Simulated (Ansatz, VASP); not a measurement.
Two plane-wave programs on BIr3

```
CELL_PARAMETERS angstrom
3.57418 0.00000 0.00000
0.00000 3.57418 0.00000
0.00000 0.00000 3.57418
ATOMIC_POSITIONS crystal
B 0.00000 0.00000 0.00000
Ir 0.00000 0.50000 0.50000
Ir 0.50000 0.00000 0.50000
Ir 0.50000 0.50000 0.00000
```

Alike in both runs: task relaxation of cell and atoms; functional PBE; k mesh 6 × 6 × 6; occupations gaussian, width 0.1 eV; no spin polarisation.

|  | VASP | Ansatz |
| --- | --- | --- |
| version | VASP 6.6.1 | Ansatz 0.2.0 |
| potentials or method | VASP PAW PBE potentials, release 64 (B, Ir), cutoff 600 eV | scalar-relativistic, plane waves, PAW |
| valence electrons in the cell | 30 | 54 |

VASP gave:

| Property | Result |
| --- | --- |
| gap on the k mesh at the Fermi level, each at its own relaxed structure (eV) | none |
| relaxed volume (Å³/atom) | 13.16 |
| relaxed cell length with the largest relative difference (Å) | 3.748 |

Q: Estimate Ansatz's values.

A: gap on the k mesh at the Fermi level, each at its own relaxed structure (eV): none; relaxed volume (Å³/atom): 13.15; relaxed cell length with the largest relative difference (Å): 3.746.

A gap of «none» marks a metal or a gap that the smearing closes. VASP's potentials hold 30 valence electrons a cell and Ansatz's 54, so a difference there can come from the potentials and not from the codes.

Neither program's run includes spin-orbit coupling. Noted on VASP's run: the volume moved by over 15 % at a fixed basis, so the end points are rough.
